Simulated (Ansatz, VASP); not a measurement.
**Two plane-wave programs on Al**

File INCAR:

```
SYSTEM = Al
PREC = Accurate
ENCUT = 520
EDIFF = 1E-6
ISMEAR = 1
SIGMA = 0.1
LREAL = Auto
LASPH = .True.
NELM = 80
ALGO = Normal
ISIF = 2
LWAVE = .False.
LCHARG = .True.
GGA = PE
LELF = .True.
LVHAR = .True.
NBANDS = 38
```

File KPOINTS:

```
regular mesh
0
Gamma
  6 6 6
  0 0 0
```

Contents of POSCAR:

```
Al
1.0
   -4.0389296000      4.0389296000      4.0389296000
    4.0389296000     -4.0389296000      4.0389296000
    4.0389296000      4.0389296000     -4.0389296000
Al
16
Direct
    0.0000000000      0.0000000000      0.0000000000
    0.0000000000      0.2500000000      0.7500000000
    0.0000000000      0.5000000000      0.5000000000
    0.0000000000      0.7500000000      0.2500000000
    0.2500000000      0.0000000000      0.7500000000
    0.2500000000      0.2500000000      0.5000000000
    0.2500000000      0.5000000000      0.2500000000
    0.2500000000      0.7500000000      0.0000000000
    0.5000000000      0.0000000000      0.5000000000
    0.5000000000      0.2500000000      0.2500000000
    0.5000000000      0.5000000000      0.0000000000
    0.5000000000      0.7500000000      0.7500000000
    0.7500000000      0.0000000000      0.2500000000
    0.7500000000      0.2500000000      0.0000000000
    0.7500000000      0.5000000000      0.7500000000
    0.7500000000      0.7500000000      0.5000000000
```

Input for Ansatz:

```yaml
crystal:
  lattice:
    - [-4.0389296, 4.0389296, 4.0389296]
    - [4.0389296, -4.0389296, 4.0389296]
    - [4.0389296, 4.0389296, -4.0389296]
  atoms:
    - { symbol: Al, position: [0.0, 0.0, 0.0] }
    - { symbol: Al, position: [0.0, 0.25, 0.75] }
    - { symbol: Al, position: [0.0, 0.5, 0.5] }
    - { symbol: Al, position: [0.0, 0.75, 0.25] }
    - { symbol: Al, position: [0.25, 0.0, 0.75] }
    - { symbol: Al, position: [0.25, 0.25, 0.5] }
    - { symbol: Al, position: [0.25, 0.5, 0.25] }
    - { symbol: Al, position: [0.25, 0.75, 0.0] }
    - { symbol: Al, position: [0.5, 0.0, 0.5] }
    - { symbol: Al, position: [0.5, 0.25, 0.25] }
    - { symbol: Al, position: [0.5, 0.5, 0.0] }
    - { symbol: Al, position: [0.5, 0.75, 0.75] }
    - { symbol: Al, position: [0.75, 0.0, 0.25] }
    - { symbol: Al, position: [0.75, 0.25, 0.0] }
    - { symbol: Al, position: [0.75, 0.5, 0.75] }
    - { symbol: Al, position: [0.75, 0.75, 0.5] }
basis:
  ecutwfc: 420
  xc_grid: 2
hamiltonian:
  xc: pbe
  pseudopotentials: { kind: paw, azcp: { folder: soft_1 } }
kpoints:
  mp_grid: { grid: [6, 6, 6] }
scf:
  occupations: { method: methfessel_paxton, width: 0.1 }
  max_iter: 120
output:
  forces: true
  stress: true
```

Alike in both runs: task single point; functional PBE; k mesh 6 × 6 × 6; occupations methfessel-paxton of order 1, width 0.1 eV; no spin polarisation.

|  | VASP | Ansatz |
| --- | --- | --- |
| version | VASP 6.6.1 | Ansatz 0.2.0 |
| potentials or method | VASP PAW PBE potentials, release 64 (Al), cutoff 520 eV | plane-wave PAW DFT |
| valence electrons in the cell | 48 | 48 |

```tsv
	VASP	Ansatz	Ansatz less VASP
pressure (GPa)	0.0	0.0	+0.01
```
